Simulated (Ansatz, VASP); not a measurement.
One calculation of BaTiO3, two programs

INCAR

```
SYSTEM = BaTiO3
  PREC = Accurate
  ENCUT = 520
  EDIFF = 1E-6
  ISMEAR = -1
  SIGMA = 0.05
  LREAL = .False.
  LASPH = .True.
  NELM = 60
  ALGO = Normal
  ISIF = 2
  LWAVE = .False.
  LCHARG = .False.
  GGA = PE
  NBANDS = 28
```

Contents of KPOINTS:

```
regular mesh
0
Gamma
  7 7 7
  0 0 0
```

Contents of POSCAR:

```
BaTiO3
1.0
    3.9855000000      0.0000000000      0.0000000000
    0.0000000000      2.8369000000      2.8451500000
    0.0000000000     -2.8369000000      2.8451500000
Ba Ti O
1 1 3
Direct
    0.0005220000     -0.0001460000      0.0060690000
    0.5039280000      0.5132700000      0.5199710000
    0.5003990000      0.9771650000      0.5031310000
    0.5168270000      0.5021070000      1.0096530000
    0.0052460000      0.4897220000      0.5025510000
```

input.yaml

```yaml
crystal:
  lattice:
    - [3.9855, 0.0, 0.0]
    - [0.0, 2.8369, 2.84515]
    - [0.0, -2.8369, 2.84515]
  atoms:
    - { symbol: Ba, position: [0.000522, -0.000146, 0.006069] }
    - { symbol: Ti, position: [0.503928, 0.51327, 0.519971] }
    - { symbol: O, position: [0.500399, 0.977165, 0.503131] }
    - { symbol: O, position: [0.516827, 0.502107, 1.009653] }
    - { symbol: O, position: [0.005246, 0.489722, 0.502551] }
hamiltonian:
  xc: pbe
  pseudopotentials: { kind: paw }
kpoints:
  mp_grid: { grid: [7, 7, 7] }
scf:
  occupations: { method: fermi_dirac, width: 0.05 }
output:
  forces: true
  stress: true
  eigenvalues: true
```

Change from the starting cell: atoms moved at random, drawn with an rms of 0.05 Å.

Alike in both runs: task single point; functional PBE; k mesh 7 × 7 × 7; occupations fermi-dirac, width 0.05 eV; no spin polarisation.

```csv
,VASP,Ansatz
version,VASP 6.6.1,Ansatz 0.2.0
potentials or method,"VASP PAW PBE potentials, release 64 (Ba_sv, Ti_sv, O)",Ansatz PAW
plane-wave cutoff (eV),520,420
valence electrons in the cell,40,40
```

```csv
,VASP,Ansatz,Ansatz less VASP
gap on the k mesh at the Fermi level (eV),1.94,2.01,+0.062
least direct gap on the mesh (eV),2.13,2.16,+0.024
pressure (GPa),4.7,3.0,-1.78
"traceless stress, the component that is largest in VASP (GPa)",1.23,1.17,-0.057
rms of the force components (eV/Å),0.215,0.212,-0.0027
```

Atom by atom the forces differ by 0.021 eV/Å (rms over components). The functional is the same, so the differences come from potentials, cutoffs and numerics.

Neither program's run includes spin-orbit coupling. Noted on Ansatz's run: odd divisions of the mesh miss points on the zone boundary, where band edges often lie, so the gap on the mesh can be too wide.
